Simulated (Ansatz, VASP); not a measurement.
Two plane-wave programs on TaN

Contents of INCAR:

```
SYSTEM = TaN
ALGO = Normal
EDIFF = 1E-6
ENCUT = 520
GGA = PE
ISIF = 2
ISMEAR = -1
LASPH = .True.
LCHARG = .True.
LELF = .True.
LREAL = .False.
LVHAR = .True.
LWAVE = .False.
NBANDS = 15
NELM = 80
PREC = Accurate
SIGMA = 0.1
```

Contents of KPOINTS:

```
k-points
0
Gamma
  12 12 12
  0 0 0
```

File POSCAR:

```
TaN
1.0
    0.0000000000      2.1790000000      2.1790000000
    2.1790000000      0.0000000000      2.1790000000
    2.1790000000      2.1790000000      0.0000000000
Ta N
1 1
Direct
    0.5000000000      0.5000000000      0.5000000000
    0.0000000000      0.0000000000      0.0000000000
```

Input for Ansatz:

```yaml
crystal:
  lattice:
    - [0.0, 2.179, 2.179]
    - [2.179, 0.0, 2.179]
    - [2.179, 2.179, 0.0]
  atoms:
    - { symbol: Ta, position: [0.5, 0.5, 0.5] }
    - { symbol: "N", position: [0.0, 0.0, 0.0] }
basis:
  ecutwfc: 600.0
kpoints:
  mp_grid:
    grid: [12, 12, 12]
hamiltonian:
  xc: pbe
scf:
  occupations:
    method: fermi_dirac
    width: 0.1
output:
  forces: true
  stress: true
```

Alike in both runs: task single point; functional PBE; k mesh 12 × 12 × 12; occupations fermi-dirac, width 0.1 eV; no spin polarisation.

```csv
,VASP,Ansatz
version,VASP 6.6.1,Ansatz 0.2.0
potentials or method,"VASP PAW PBE potentials, release 64 (Ta_pv, N), cutoff 520 eV","plane waves, PAW"
valence electrons in the cell,16,18
```

VASP gave:

| Item | Value |
| --- | --- |
| pressure (GPa) | 15.7 |

**Question.** What did Ansatz give for the same quantities?

**Answer.** Pressure (GPa): 14.7.

The functional is the same, so the differences come from potentials, cutoffs and numerics. VASP's potentials hold 16 valence electrons a cell and Ansatz's 18, so a difference there can come from the potentials and not from the codes.

Spin-orbit coupling is off throughout.
